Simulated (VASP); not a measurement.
Si:

```xyz
2
Lattice="0.0000 2.7104 2.7221 2.7104 0.0000 2.7221 2.7104 2.7104 0.0000" Properties=species:S:1:pos:R:3 pbc="T T T"
Si    1.3552    1.3552    1.3611
Si    0.0000    0.0000    0.0000
```

This cell differs from its parent crystal: biaxial xy strain -0.4%.

Base run:

| Item | Value |
| --- | --- |
| Program | VASP 6.6.1 |
| Functional | HSE06 |
| Potentials or basis | VASP PAW PBE potentials, release 64 (Si) |
| Cutoff | 520 eV |
| k mesh | 6 × 6 × 6 |
| Occupations | gaussian, width 0.01 eV |
| Spin | no spin polarisation |

Its results: band gap on the k mesh 1.27 eV, indirect (least direct gap 3.31 eV); pressure 0.3 GPa.

The run is repeated on the same cell with these changes: functional from HSE06 to PBE; k mesh from 6 × 6 × 6 to 4 × 4 × 4. What comes out?

Band gap on the k mesh 0.67 eV, indirect (least direct gap 2.53 eV); pressure 2.7 GPa.

Several settings changed at once, so the effect can't be laid on one alone.

Caveats: some runs use coarse meshes; the PAW data sets were made with another functional, which shifts forces and pressure a little (some runs).

A k mesh can miss the band edges.
